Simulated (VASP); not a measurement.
Input of a VASP 6.6.1 run:

File INCAR:

```
SYSTEM = Cd
PREC = Accurate ; ENCUT = 520
EDIFF = 1E-6 ; ISMEAR = -1
SIGMA = 0.1 ; LREAL = .FALSE.
LASPH = .TRUE. ; NELM = 60
ALGO = Normal ; ISIF = 2
LWAVE = .FALSE. ; LCHARG = .FALSE.
GGA = PS ; NBANDS = 12
```

Contents of KPOINTS:

```
regular mesh
0
G
  14 14 14
  0 0 0
```

The input POSCAR:

```
Cd
1.0
   -1.8148810893      1.8148810893      1.8148810893
    1.8148810893     -1.8148810893      1.8148810893
    1.8148810893      1.8148810893     -1.8148810893
Cd
1
Direct
    0.0000000000      0.0000000000      0.0000000000
```

Potentials or basis: VASP PAW PBE potentials, release 64 (Cd).

Run with:

```sh
$ cat potpaw_PBE.64/Cd/POTCAR > POTCAR
$ mpirun -np 1 vasp_std > vasp.out
```

Problem. Predict the pressure.

Solution. -4.1 GPa.

Problem. What does it give for the band gap on the k mesh?

Solution. Zero (bands 6 and 7 overlap by 4.40 eV).

Caveat: the cell stands under tension; the PAW data sets were made with another functional, which shifts forces and pressure a little.
